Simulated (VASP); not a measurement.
# YSiNi4 (Cmmm) in VASP: notebook, part 2 of 2

VASP 6.6.1.

### 3 Single point, LDA

This run uses another cell than the first one, of 12.73 Å³/atom.

Input file INCAR:

```
  PREC = Accurate
  ENCUT = 600
  EDIFF = 1E-6
  ISMEAR = 0
  SIGMA = 0.1
  LREAL = F
  LASPH = T
  NELM = 120
  ALGO = Normal
  ISIF = 2
  LWAVE = F
  LCHARG = F
  NBANDS = 36
  GGA_COMPAT = F
```

Input file KPOINTS:

```
Automatic mesh
0
Gamma
  8 8 10
```

Input file POSCAR:

```
YSiNi4
1.0
    2.4724190460     -3.9976501353      0.0000000000
    2.4724190460      3.9976501353      0.0000000000
    0.0000000000      0.0000000000      3.8641667572
Y Si Ni
1 1 4
Direct
    0.0000000000      0.0000000000      0.0000000000
    0.5000000000      0.5000000000      0.5000000000
    0.3404601054      0.6595398946      0.0000000000
    0.6595398946      0.3404601054      0.0000000000
    0.5000000000      0.0000000000      0.5000000000
    0.0000000000      0.5000000000      0.5000000000
```

Potentials or basis: VASP PAW LDA potentials, release 64 (Y_sv, Si, Ni).

Command:

```sh
$ cat potpaw_LDA.64/Y_sv/POTCAR potpaw_LDA.64/Si/POTCAR potpaw_LDA.64/Ni/POTCAR > POTCAR
$ mpirun -np 1 vasp_std > vasp.out
```

It took 13 min on 1 thread of Intel Xeon 8259CL, shared host; peak memory 0.5 GiB.

The run converged. Its results:

- Free energy: -43.2766 eV
- Pressure: 0.1 GPa
- Largest force: 0.004 eV/Å
- Band gap on the k mesh: zero (an odd number of electrons rules out a gap without spin polarisation)

Forces in eV/Å, atoms in the order of the input:
```
Y    0.000  0.000  0.000
Si   0.000  0.000  0.000
Ni   0.000  0.004  0.000
Ni   0.000 -0.004  0.000
Ni   0.000  0.000  0.000
Ni   0.000  0.000  0.000
```

Stress tensor (GPa, compression positive):
```
0.10 0.00 0.00
0.00 0.04 0.00
0.00 0.00 0.24
```

Levels at points of the mesh, in eV from the Fermi level:
| k point | band 24 | band 25 | band 26 | band 27 | band 28 | band 29 | band 30 | band 31 |
| --- | --- | --- | --- | --- | --- | --- | --- | --- |
| (0.00, 0.00, 0.00) | -0.82 | -0.38 | -0.26 | -0.19 | -0.15 | 0.28 | 0.87 | 1.60 |
| (0.50, 0.00, 0.00) | -1.03 | -1.00 | -0.94 | -0.67 | -0.50 | 1.21 | 2.20 | 3.10 |
| (0.50, 0.50, 0.00) | -1.17 | -1.02 | -0.80 | -0.14 | 0.68 | 0.80 | 1.95 | 2.39 |
| (0.00, 0.00, 0.50) | -0.99 | -0.91 | -0.63 | -0.63 | -0.38 | -0.17 | -0.01 | 0.85 |
| (0.50, 0.00, 0.50) | -1.14 | -0.99 | -0.94 | -0.66 | -0.59 | 0.72 | 0.97 | 1.89 |
| (0.50, 0.50, 0.50) | -0.80 | -0.76 | -0.67 | -0.26 | -0.19 | 0.85 | 0.87 | 1.16 |

Spin polarisation is off, so any magnetic state and its effect on volume and gap are missing.

### 4 Single point, LDA

This run uses another cell than the first one, of 12.75 Å³/atom.

Input file INCAR:

```
PREC = Accurate ; ENCUT = 600
EDIFF = 1E-6 ; ISMEAR = -1
SIGMA = 0.15 ; LREAL = F
LASPH = T ; NELM = 120
ALGO = Normal ; ISIF = 2
LWAVE = F ; LCHARG = F
GGA = CA ; NBANDS = 36
GGA_COMPAT = F
```

KPOINTS is that of step 3.

Input file POSCAR:

```
YSiNi4
1.0
    2.4707669058     -4.0030558621      0.0000000000
    2.4707669058      4.0030558621      0.0000000000
    0.0000000000      0.0000000000      3.8665188559
Y Si Ni
1 1 4
Direct
    0.0000000000      0.0000000000      0.0000000000
    0.5000000000      0.5000000000      0.5000000000
    0.3402717694      0.6597282306      0.0000000000
    0.6597282306      0.3402717694      0.0000000000
    0.5000000000      0.0000000000      0.5000000000
    0.0000000000      0.5000000000      0.5000000000
```

Potentials or basis: VASP PAW LDA potentials, release 64 (Y_sv, Si, Ni).

Command:

```sh
$ cat potpaw_LDA.64/Y_sv/POTCAR potpaw_LDA.64/Si/POTCAR potpaw_LDA.64/Ni/POTCAR > POTCAR
$ mpirun -np 1 vasp_std > vasp.out
```

OUTCAR:

```text
PREC = Accurate
   ENCUT = 600
   EDIFF = 1E-6
   ISMEAR = -1
   LREAL = F
   LASPH = T
   NELM = 120
   ISIF = 2
   GGA = CA

 ion  position               nearest neighbor table
   1  0.000  0.000  0.000-   3 2.72   4 2.72   4 2.78   3 2.78   4 2.78   3 2.78   5 3.04   6 3.04
                             5 3.04   6 3.04   6 3.04   6 3.04   5 3.04   5 3.04   2 3.14   2 3.14
   2  0.500  0.500  0.500-   3 2.32   4 2.32   3 2.32   4 2.32   5 2.35   6 2.35   5 2.35   6 2.35
                             1 3.14   1 3.14   1 3.14   1 3.14
   3  0.340  0.660  0.000-   2 2.32   2 2.32   6 2.41   5 2.41   5 2.41   6 2.41   4 2.56   1 2.72
                             1 2.78   1 2.78   4 2.86   4 2.86
   4  0.660  0.340  0.000-   2 2.32   2 2.32   6 2.41   5 2.41   5 2.41   6 2.41   3 2.56   1 2.72
                             1 2.78   1 2.78   3 2.86   3 2.86
   5  0.500  0.000  0.500-   2 2.35   2 2.35   4 2.41   3 2.41   4 2.41   3 2.41   6 2.47   6 2.47
                             1 3.04   1 3.04   1 3.04   1 3.04
   6  0.000  0.500  0.500-   2 2.35   2 2.35   4 2.41   3 2.41   4 2.41   3 2.41   5 2.47   5 2.47
                             1 3.04   1 3.04   1 3.04   1 3.04

  LATTYP: Found a base centered orthorhombic cell.
 ALAT       =     4.9415338116
[... 197 lines left out ...]

 k-point     1 :       0.0000    0.0000    0.0000
  band No.  band energies     occupation
      1     -32.9757      2.00000
      2     -13.2484      2.00000
      3     -13.1889      2.00000
      4     -13.1432      2.00000
      5      -2.1524      2.00000
      6       3.6639      2.00000
[... 925 lines left out ...]
     35      14.0942      0.00000
     36      14.9723      0.00000

 [... further k-points ...]

------------------------ aborting loop because EDIFF is reached ----------------------------------------

  FORCE on cell =-STRESS in cart. coord.  units (eV):
  Direction    XX          YY          ZZ          XY          YZ          ZX
  --------------------------------------------------------------------------------------
  -------------------------------------------------------------------------------------
  Total        0.0512433      0.0126709      0.1144789     -0.0000000      0.0000000      0.0000000
  in kB        1.0734313      0.2654264      2.3980725     -0.0000000      0.0000000      0.0000000
  external PRESSURE =       1.2456434 kB  Pullay stress =       0.0000000 kB

 VOLUME and BASIS-vectors are now :
 -----------------------------------------------------------------------------
  energy-cutoff  :      600.00
  volume of cell :       76.48
      direct lattice vectors                 reciprocal lattice vectors
     2.470766906 -4.003055862  0.000000000     0.202366317 -0.124904577  0.000000000
     2.470766906  4.003055862  0.000000000     0.202366317  0.124904577  0.000000000
     0.000000000  0.000000000  3.866518856     0.000000000  0.000000000  0.258630576

 POSITION                                       TOTAL-FORCE (eV/Angst)
 -----------------------------------------------------------------------------------
      0.00000      0.00000      0.00000        -0.000000     -0.000000      0.000000
      2.47077      0.00000      1.93326        -0.000000      0.000000      0.000000
      2.47077      1.27880      0.00000        -0.000000      0.004859      0.000000
      2.47077     -1.27880      0.00000        -0.000000     -0.004859      0.000000
      1.23538     -2.00153      1.93326         0.000000      0.000000      0.000000
      1.23538      2.00153      1.93326        -0.000000      0.000000      0.000000
 -----------------------------------------------------------------------------------
    total drift:                                0.000000      0.000000      0.000000

  FREE ENERGIE OF THE ION-ELECTRON SYSTEM (eV)
  ---------------------------------------------------
  free  energy   TOTEN  =       -43.3960447445 eV

  energy  without entropy=      -43.1245749451  energy(sigma->0) =      -43.26030984
```

Wall time 13 min (1 thread of Intel Xeon 8259CL, shared host); peak memory 0.5 GiB.

What came out:

* Free energy: -43.3960 eV
* Pressure: 0.1 GPa
* Largest force: 0.005 eV/Å
* Band gap on the k mesh: zero (an odd number of electrons rules out a gap without spin polarisation)

Forces in eV/Å, atoms in the order of the input:
```
Y    0.000  0.000  0.000
Si   0.000  0.000  0.000
Ni   0.000  0.005  0.000
Ni   0.000 -0.005  0.000
Ni   0.000  0.000  0.000
Ni   0.000  0.000  0.000
```

### 5 Overview

| cell | k mesh | smearing | gap on the mesh (eV) | pressure (GPa) |
| --- | --- | --- | --- | --- |
| a = 4.774, b = 4.774, c = 3.909 Å, angles 90.0, 90.0, 116.5°, 6 atoms | 4 × 4 × 6 | gaussian 0.1 eV | none | -7.0 |
| a = 4.700, b = 4.700, c = 3.864 Å, angles 90.0, 90.0, 116.5°, 6 atoms | 8 × 8 × 10 | gaussian 0.1 eV | none | 0.1 |
| a = 4.704, b = 4.704, c = 3.867 Å, angles 90.0, 90.0, 116.6°, 6 atoms | 8 × 8 × 10 | fermi-dirac 0.15 eV | none | 0.1 |

Alike in all rows: task single point; level LDA; potentials or basis VASP PAW LDA potentials, release 64 (Y_sv, Si, Ni); no spin polarisation; cutoff (eV) 600.

Caveats: some runs use coarse meshes.

Total energies depend on the potentials used, so only differences within one code and one set of settings carry meaning.
